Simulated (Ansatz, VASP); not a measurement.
InGa2P3: VASP beside Ansatz

```
In Ga P
1.0
    -1.99426    1.99426    8.53460
     1.99426   -1.99426    8.53460
     1.99426    1.99426   -8.53460
In Ga P
1 2 3
Direct
  0.00000 0.00000 0.00000
  0.67087 0.67087 0.00000
  0.32913 0.32913 0.00000
  0.90741 0.40741 0.50000
  0.25000 0.75000 0.50000
  0.59259 0.09259 0.50000
```

Alike in both runs: task single point; functional LDA; k mesh 10 × 10 × 10; occupations gaussian, width 0.02 eV; no spin polarisation.

```csv
,VASP,Ansatz
version,VASP 6.6.1,Ansatz 0.2.0
potentials or method,"VASP PAW LDA potentials, release 64 (In_d, Ga_d, P), cutoff 520 eV","scalar-relativistic, plane waves, PAW"
valence electrons in the cell,54,54
```

Ansatz gave:

| Property | Result |
| --- | --- |
| gap on the k mesh at the Fermi level (eV) | 0.77 |
| least direct gap on the mesh (eV) | 0.77 |
| pressure (GPa) | -4.6 |
| traceless stress, the component that is largest in VASP (GPa) | -0.07 |
| rms of the force components (eV/Å) | 0.009 |

Question: Which values does VASP return?

Answer: gap on the k mesh at the Fermi level (eV): 0.80; least direct gap on the mesh (eV): 0.80; pressure (GPa): -4.5; traceless stress, the component that is largest in VASP (GPa): -0.07; rms of the force components (eV/Å): 0.009.

LDA's correlation is that of Perdew and Zunger in VASP and of Perdew and Wang (1992) in Ansatz. Atom by atom the forces differ by 0.001 eV/Å (rms over components).
